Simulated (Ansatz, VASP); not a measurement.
## One calculation of NaCl, two programs

```
CELL_PARAMETERS angstrom
0.00000 2.78924 2.78924
2.78924 0.00000 2.78924
2.78924 2.78924 0.00000
ATOMIC_POSITIONS crystal
Na 0.00000 0.00000 0.00000
Cl 0.50000 0.50000 0.50000
```

Alike in both runs: functional PBE; dispersion D3(BJ); k mesh 8 × 8 × 8; occupations gaussian, width 0.02 eV; no spin polarisation.

Ansatz relaxed the structure, and its values are those at the end. VASP's run is a single point on that final structure, the one shown.

|  | VASP | Ansatz |
| --- | --- | --- |
| version | VASP 6.6.1 | Ansatz 0.2.0 |
| potentials or method | VASP PAW PBE potentials, release 64 (Na_pv, Cl), cutoff 500 eV | scalar-relativistic, plane waves, PAW |
| valence electrons in the cell | 14 | 16 |

VASP gave:

| Property | Result |
| --- | --- |
| gap on the k mesh at the Fermi level (eV) | 5.24 |
| least direct gap on the mesh (eV) | 5.24 |
| pressure (GPa) | -0.1 |

Problem. Which values does Ansatz return?

Solution. gap on the k mesh at the Fermi level (eV): 5.24; least direct gap on the mesh (eV): 5.24; pressure (GPa): 0.0.

VASP's potentials hold 14 valence electrons a cell and Ansatz's 16, so a difference there can come from the potentials and not from the codes.
